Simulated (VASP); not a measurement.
A run of VASP 6.6.1 is set up as follows.

INCAR

```
SYSTEM = Ba2Y
ALGO = Normal
EDIFF = 1E-6
ENCUT = 520
GGA = PE
ISIF = 2
ISMEAR = 0
LASPH = .True.
LCHARG = .False.
LREAL = .False.
LWAVE = .False.
NBANDS = 22
NELM = 80
PREC = Accurate
SIGMA = 0.1
```

File KPOINTS:

```
k-points
0
Gamma
  4 4 4
  0 0 0
```

The input POSCAR:

```
Ba2Y
1.0
    0.0000000000      3.6826085917      3.6826085917
    3.6826085917      0.0000000000      3.6826085917
    3.6826085917      3.6826085917      0.0000000000
Ba Y
2 1
Direct
    0.2500000000      0.2500000000      0.2500000000
    0.7500000000      0.7500000000      0.7500000000
    0.0000000000      0.0000000000      0.0000000000
```

Potentials or basis: VASP PAW PBE potentials, release 64 (Ba_sv, Y_sv).

Run with:

```bash
$ cat potpaw_PBE.64/Ba_sv/POTCAR potpaw_PBE.64/Y_sv/POTCAR > POTCAR
$ mpirun -np 1 vasp_std > vasp.out
```

**Question.** Predict the band gap on the k mesh.

**Answer.** Zero (an odd number of electrons rules out a gap without spin polarisation).

**Question.** What does it give for the pressure?

**Answer.** 13.5 GPa.

Caveat: the k points lie up to 0.37 Å⁻¹ apart, too coarse for converged energies and pressures of a metal; spin-orbit coupling is left out, which moves the levels of the heavy elements.
